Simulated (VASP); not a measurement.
# Te (Pm-3m) in VASP: single point with PBEsol

Aim: the single point of Te with PBEsol.

All numbers are computed with VASP 6.6.1; they aren't measurements. Logs are shortened: lines on timing, memory, paths and dates and some standing lists are left out, and cuts for length are marked.

## Step 1: The cell of the first run

It takes space group Pm-3m (No. 221, cubic). Conventional cell: a = 3.156 Å, b = 3.156 Å, c = 3.156 Å, α = 90.00°, β = 90.00°, γ = 90.00°. Within 4.2 Å of Te (site symmetry m-3m) lie 6 Te at 3.16 Å.

This isn't the form of Te at room conditions, which is trigonal, of chains.

## Step 2: Single point, PBEsol

INCAR reads:

```
SYSTEM = Te
PREC     = Accurate       ! precision mode
ENCUT    = 520            ! plane-wave cutoff, eV
EDIFF    = 1E-7           ! SCF threshold, eV
ISMEAR   = -1             ! smearing method
SIGMA    = 0.13605693000000002 ! smearing width, eV
LREAL    = .False.        ! projectors in reciprocal space
LASPH    = .True.         ! aspherical terms in the spheres
NELM     = 80             ! most SCF steps
ALGO     = Normal         ! electronic algorithm
ISIF     = 2              ! what is computed and relaxed
LWAVE    = .False.        ! write WAVECAR
LCHARG   = .False.        ! write CHGCAR
GGA      = PS             ! functional
NBANDS   = 9              ! bands
```

KPOINTS reads:

```
regular mesh
0
Gamma
  10 10 10
  0 0 0
```

POSCAR reads:

```
Te
1.0
    3.1558721405      0.0000000000      0.0000000000
    0.0000000000      3.1558721405      0.0000000000
    0.0000000000      0.0000000000      3.1558721405
Te
1
Direct
    0.0000000000      0.0000000000      0.0000000000
```

Potentials or basis: VASP PAW PBE potentials, release 64 (Te).

Command:

```sh
> cat potpaw_PBE.64/Te/POTCAR > POTCAR
> mpirun -np 1 vasp_std > vasp.out
```

OUTCAR:

```text
SYSTEM = Te
   PREC = Accurate
   ENCUT = 520
   EDIFF = 1E-7
   ISMEAR = -1
   LREAL = .False.
   LASPH = .True.
   NELM = 80
   ISIF = 2
   GGA = PS

 ion  position               nearest neighbor table
   1  0.000  0.000  0.000-

  LATTYP: Found a simple cubic cell.
 ALAT       =     3.1558721405

  Lattice vectors:

 A1 = (   3.1558721405,   0.0000000000,   0.0000000000)
 A2 = (   0.0000000000,   3.1558721405,   0.0000000000)
 A3 = (   0.0000000000,   0.0000000000,   3.1558721405)

Analysis of symmetry for initial positions (statically):
=====================================================================
 Subroutine PRICEL returns:
 Original cell was already a primitive cell.

 Routine SETGRP: Setting up the symmetry group for a
 simple cubic supercell.

 Subroutine GETGRP returns: Found 48 space group operations
 (whereof 48 operations were pure point group operations)
 out of a pool of 48 trial point group operations.

The static configuration has the point symmetry O_h .

Analysis of symmetry for dynamics (positions and initial velocities):
=====================================================================
 Subroutine PRICEL returns:
 Original cell was already a primitive cell.

 Routine SETGRP: Setting up the symmetry group for a
 simple cubic supercell.

 Subroutine GETGRP returns: Found 48 space group operations
 (whereof 48 operations were pure point group operations)
 out of a pool of 48 trial point group operations.

The dynamic configuration has the point symmetry O_h .

 Subroutine INISYM returns: Found 48 space group operations
 (whereof 48 operations are pure point group operations),
 and found     1 'primitive' translations

----------------------------------------------------------------------------------------

                                     Primitive cell

  volume of cell :      31.4310

  direct lattice vectors                    reciprocal lattice vectors
     3.155872141  0.000000000  0.000000000     0.316869618  0.000000000  0.000000000
     0.000000000  3.155872141  0.000000000     0.000000000  0.316869618  0.000000000
     0.000000000  0.000000000  3.155872141     0.000000000  0.000000000  0.316869618

  length of vectors
     3.155872141  3.155872141  3.155872141     0.316869618  0.316869618  0.316869618

  position of ions in fractional coordinates (direct lattice)
     0.000000000  0.000000000  0.000000000

  ion indices of the primitive-cell ions
   primitive index   ion index
                 1           1

----------------------------------------------------------------------------------------

 KPOINTS: regular mesh

Automatic generation of k-mesh.
 Grid dimensions read from file:
 generate k-points for:   10   10   10

 Generating k-lattice:

  Cartesian coordinates                     Fractional coordinates (reciprocal lattice)
     0.031686962  0.000000000  0.000000000     0.100000000  0.000000000  0.000000000
     0.000000000  0.031686962  0.000000000     0.000000000  0.100000000  0.000000000
     0.000000000  0.000000000  0.031686962     0.000000000  0.000000000  0.100000000

  Length of vectors
     0.031686962  0.031686962  0.031686962

  Shift w.r.t. Gamma in fractional coordinates (k-lattice)
     0.000000000  0.000000000  0.000000000

 Subroutine IBZKPT returns following result:
 ===========================================

 Found     56 irreducible k-points:

 Following reciprocal coordinates:
            Coordinates               Weight
  0.000000  0.000000  0.000000      1.000000
  0.100000  0.000000  0.000000      6.000000
  0.200000  0.000000  0.000000      6.000000
  0.300000  0.000000  0.000000      6.000000
  0.400000  0.000000  0.000000      6.000000
  0.500000  0.000000  0.000000      3.000000
[... 16 lines left out ...]
  0.200000  0.100000  0.100000     24.000000
  0.300000  0.100000  0.100000     24.000000
 [... further k-points ...]
   k-points           NKPTS =     56   k-points in BZ     NKDIM =     56   number of bands    NBANDS=      9
   number of dos      NEDOS =    301   number of ions     NIONS =      1
   total plane-waves  NPLWV =  13824
   dimension x,y,z NGX =    24 NGY =   24 NGZ =   24
   dimension x,y,z NGXF=    48 NGYF=   48 NGZF=   48
   ions per type =               1
   NGX,Y,Z   is equivalent  to a cutoff of  12.64, 12.64, 12.64 a.u.
   NGXF,Y,Z  is equivalent  to a cutoff of  25.29, 25.29, 25.29 a.u.
 SYSTEM =  Te
   PREC   = accura    normal or accurate (medium, high low for compatibility)
   ISTART =      0    job   : 0-new  1-cont  2-samecut
   ICHARG =      2    charge: 1-file 2-atom 10-const
   ISPIN  =      1    spin polarized calculation?
   LNONCOLLINEAR =      F non collinear calculations
   LSORBIT =      F    spin-orbit coupling
   LASPH  =      T    aspherical Exc in radial PAW
   ENCUT  =  520.0 eV  38.22 Ry    6.18 a.u.   5.87  5.87  5.87*2*pi/ulx,y,z
   NELM   =     80;   NELMIN=  2; NELMDL= -5     # of ELM steps
   EDIFF  = 0.1E-06   stopping-criterion for ELM
   LREAL  =      F    real-space projection
   EDIFFG = 0.1E-05   stopping-criterion for IOM
   NSW    =      0    number of steps for IOM
   IBRION =     -1    ionic relax: 0-MD 1-quasi-New 2-CG
   NFREE  =      0    steps in history (QN), initial steepest desc. (CG)
   ISIF   =      2    stress and relaxation
   ISYM   =      2    0-nonsym 1-usesym 2-fastsym
   POTIM  = 0.5000    time-step for ionic-motion
   TEBEG  =    0.0;   TEEND  =   0.0 temperature during run
   PSTRESS=    0.0 pullay stress
   NELECT =       6.0000    total number of electrons
   NUPDOWN=      -1.0000    fix difference up-down
   EMIN   =  10.00;   EMAX   =-10.00  energy-range for DOS
   EFERMI =   0.00;   METHOD = LEGACY
   ISMEAR =    -1;   SIGMA  =   0.14  broadening in eV -4-tet -1-fermi 0-gaus
   EFERMI_NEDOS =   21; number of points for ismear=-14 and -15
   IALGO  =     38    algorithm
   IMIX   =      4    mixing-type and parameters
     AMIX     =   0.40;   BMIX     =  1.00
     AMIX_MAG =   1.60;   BMIX_MAG =  1.00
  volume/ion in A,a.u.               =      31.43       212.11
  Fermi-wavevector in a.u.,A,eV,Ry     =   0.942625  1.781304 12.089359  0.888543
  Thomas-Fermi vector in A             =   2.070253
   LORBIT       =      0    0 simple, 1 ext, 2 COOP (PROOUT), +10 PAW based schemes
   GGA     = PS    functional components
   LHFCALC =     F    Hartree Fock is set to
   AEXX    =    0.0000 exact exchange contribution
   IVDW    =     0    specifies the selected vdW correction
   LEPSILON=     F    determine dielectric tensor
   LRPA    =     F    only Hartree local field effects (RPA)
 non-spin polarized calculation
  energy-cutoff  :      520.00
  volume of cell :       31.43
 maximum number of plane-waves:       870
 NGX is ok and might be reduce to    24
   NGX = 11   NGY = 11   NGZ = 11

 number of electron       5.9999999 magnetization

 Free energy of the ion-electron system (eV)
  ---------------------------------------------------
  ext. energy  EPLUGINS =         0.00000000
  ---------------------------------------------------
  free energy    TOTEN  =        -3.52467592 eV

  energy without entropy =       -3.49094256  energy(sigma->0) =       -3.50780924

 E-fermi :   6.8583     XC(G=0):  -9.5991

 val. band max:        6.8379082307   @ k =   0.1000   0.1000   0.0000
 cond. band min:       6.9045286930   @ k =   0.1000   0.1000   0.0000
 fundamental gap:      0.0666204623
 Fermi energy:         6.8583377446

 k-point     1 :       0.0000    0.0000    0.0000
  band No.  band energies     occupation
      1      -7.1038      2.00000
      2       8.0562      0.00030
      3       8.0562      0.00030
      4       8.0562      0.00030
      5      12.8191      0.00000
      6      12.8191      0.00000
      7      13.3039      0.00000
      8      24.5735      0.00000
      9      24.5735      0.00000

 k-point     2 :       0.1000    0.0000    0.0000
  band No.  band energies     occupation
      1      -6.9804      2.00000
      2       6.7548      1.36306
      3       8.1682      0.00013
      4       8.1682      0.00013
      5      12.9320      0.00000
      6      13.2382      0.00000
      7      14.5525      0.00000
      8      22.7293      0.00000
      9      22.7293      0.00000

 k-point     3 :       0.2000    0.0000    0.0000
  band No.  band energies     occupation
      1      -6.6239      2.00000
      2       4.5821      2.00000
      3       8.4823      0.00001
      4       8.4823      0.00001
      5      13.2635      0.00000
      6      13.6517      0.00000
      7      17.3412      0.00000
      8      20.7435      0.00000
      9      20.7435      0.00000

 k-point     4 :       0.3000    0.0000    0.0000
  band No.  band energies     occupation
      1      -6.0895      2.00000
      2       2.5870      2.00000
      3       8.9241      0.00000
      4       8.9241      0.00000
      5      13.7816      0.00000
      6      14.3105      0.00000
      7      19.0791      0.00000
      8      19.0791      0.00000
      9      19.1269      0.00000
[... 205 lines left out ...]
 k-point    22 :       0.1000    0.1000    0.1000
  band No.  band energies     occupation
      1      -6.7334      2.00000
      2       6.9512      0.67129
      3       6.9512      0.67129
      4       7.0603      0.36953
      5      14.6102      0.00000
      6      14.6102      0.00000
      7      14.9530      0.00000
      8      20.9862      0.00000
      9      20.9862      0.00000

 k-point    23 :       0.2000    0.1000    0.1000
  band No.  band energies     occupation
      1      -6.3766      2.00000
      2       4.8183      2.00000
      3       7.2713      0.09172
      4       7.3654      0.04702
      5      14.9198      0.00000
      6      15.0836      0.00000
      7      17.2368      0.00000
      8      18.9100      0.00000
      9      19.5762      0.00000

 k-point    24 :       0.3000    0.1000    0.1000
  band No.  band energies     occupation
      1      -5.8415      2.00000
      2       2.8249      2.00000
      3       7.7282      0.00334
      4       7.8590      0.00128
      5      15.1919      0.00000
      6      15.3715      0.00000
      7      17.1977      0.00000
      8      17.4291      0.00000
      9      21.0703      0.00000

 [... further k-points ...]
[... 5 lines left out ...]
  --------------------------------------------------------------------------------------
  -------------------------------------------------------------------------------------
  Total       -0.0367801     -0.0367801     -0.0367801      0.0000000     -0.0000000     -0.0000000
  in kB       -1.8748434     -1.8748434     -1.8748434      0.0000000     -0.0000000     -0.0000000
  external PRESSURE =      -1.8748434 kB  Pullay stress =       0.0000000 kB

 VOLUME and BASIS-vectors are now :
 -----------------------------------------------------------------------------
  energy-cutoff  :      520.00
  volume of cell :       31.43
      direct lattice vectors                 reciprocal lattice vectors
     3.155872141  0.000000000  0.000000000     0.316869618  0.000000000  0.000000000
     0.000000000  3.155872141  0.000000000     0.000000000  0.316869618  0.000000000
     0.000000000  0.000000000  3.155872141     0.000000000  0.000000000  0.316869618

 POSITION                                       TOTAL-FORCE (eV/Angst)
 -----------------------------------------------------------------------------------
      0.00000      0.00000      0.00000         0.000000      0.000000      0.000000
 -----------------------------------------------------------------------------------
    total drift:                                0.000000      0.000000      0.000000

  FREE ENERGIE OF THE ION-ELECTRON SYSTEM (eV)
  ---------------------------------------------------
  free  energy   TOTEN  =        -3.5246759250 eV

  energy  without entropy=       -3.4909425613  energy(sigma->0) =       -3.50780924
```

It took 21 s on 1 thread of AMD EPYC 7R13, shared host; peak memory 0.11 GiB.

Results:

| Quantity | Value |
| --- | --- |
| Free energy | -3.5247 eV |
| Pressure | -0.2 GPa |
| Band gap on the k mesh | zero (bands 3 and 4 overlap by 5.80 eV) |

Caveat: the PAW data sets were made with another functional, which shifts forces and pressure a little; spin-orbit coupling is left out, which moves the levels of the heavy elements.
